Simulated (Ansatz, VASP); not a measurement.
## Two plane-wave programs on Au3C

```
CELL_PARAMETERS angstrom
2.94020 0.00000 0.00000
-1.47010 2.54629 0.00000
0.00000 0.00000 21.89749
ATOMIC_POSITIONS crystal
Au 0.66667 0.33333 0.18267
Au 0.33333 0.66667 0.29452
Au 0.00000 0.00000 0.40632
C 0.44444 0.55556 0.50999
```

Alike in both runs: task single point; functional PBE; k mesh 9 × 9 × 1; occupations gaussian, width 0.1 eV; no spin polarisation.

```csv
,VASP,Ansatz
version,VASP 6.6.1,Ansatz 0.2.0
potentials or method,"VASP PAW PBE potentials, release 64 (Au, C), cutoff 520 eV","scalar-relativistic, plane waves, PAW"
valence electrons in the cell,37,61
```

```tsv
	VASP	Ansatz	Ansatz less VASP
gap on the k mesh at the Fermi level (eV)	none	none	-
rms of the force components (eV/Å)	0.542	0.544	+0.0020
```

Atom by atom the forces differ by 0.003 eV/Å (rms over components). A gap of «none» marks a metal or a gap that the smearing closes. VASP's potentials hold 37 valence electrons a cell and Ansatz's 61, so a difference there can come from the potentials and not from the codes.

Spin-orbit coupling is off throughout.
